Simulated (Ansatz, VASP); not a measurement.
## Two plane-wave programs on BiTe

```
CELL_PARAMETERS angstrom
2.44759 1.39875 3.33546
-2.39783 1.39875 3.29912
0.02488 -2.79750 3.31729
ATOMIC_POSITIONS crystal
Bi 0.50000 0.50000 0.50000
Te 0.00000 0.00000 0.00000
```

Change from the starting cell: strain +0.0150 x Voigt [0, 0, 0, 0, 1, 0], atoms carried along.

Alike in both runs: task single point; functional PBE; k mesh 12 × 12 × 12; occupations gaussian, width 0.15 eV; no spin polarisation.

|  | VASP | Ansatz |
| --- | --- | --- |
| version | VASP 6.6.1 | Ansatz 0.2.0 |
| potentials or method | VASP PAW PBE potentials, release 64 (Bi_d, Te), cutoff 520 eV | scalar-relativistic, plane waves, PAW |
| valence electrons in the cell | 21 | 31 |

|  | VASP | Ansatz | Ansatz less VASP |
| --- | --- | --- | --- |
| gap on the k mesh at the Fermi level (eV) | none | none | - |
| pressure (GPa) | -0.1 | 0.0 | +0.06 |
| traceless stress, the component that is largest in VASP (GPa) | -0.40 | -0.40 | -0.001 |

A gap of «none» marks a metal or a gap that the smearing closes. VASP's potentials hold 21 valence electrons a cell and Ansatz's 31, so a difference there can come from the potentials and not from the codes.

Spin-orbit coupling is off throughout.
